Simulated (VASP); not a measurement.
Here is a VASP 6.6.1 calculation.

File INCAR:

```
  ALGO = Normal
  EDIFF = 1E-6
  ENCUT = 520
  GGA = PE
  ISIF = 2
  ISMEAR = 0
  LASPH = True
  LCHARG = True
  LELF = True
  LREAL = False
  LVHAR = True
  LWAVE = False
  NBANDS = 16
  NELM = 60
  PREC = Accurate
  SIGMA = 0.15
```

Contents of KPOINTS:

```
k-points
0
Gamma
  16 16 16
```

File POSCAR:

```
Si2Ni
1.0
    0.0000000000      2.6417105182      2.8051152926
    2.6417105182      0.0000000000      2.8051152926
    2.6417105182      2.6417105182      0.0000000000
Si Ni
2 1
Direct
    0.2500000000      0.2500000000      0.2500000000
    0.7500000000      0.7500000000      0.7500000000
    0.0000000000      0.0000000000      0.0000000000
```

Potentials or basis: VASP PAW PBE potentials, release 64 (Si, Ni).

The run is started by

```sh
$ cat potpaw_PBE.64/Si/POTCAR potpaw_PBE.64/Ni/POTCAR > POTCAR
$ mpirun -np 1 vasp_std > vasp.out
```

(1) Estimate the pressure.

(2) What does it give for the band gap on the k mesh?

Results:

(1) 4.6 GPa.

(2) zero (bands 9 and 10 overlap by 2.00 eV).

Caveat: the cell differs from its parent crystal (strain -0.030 along x and y, +0.030 along z); the cell stands under pressure.
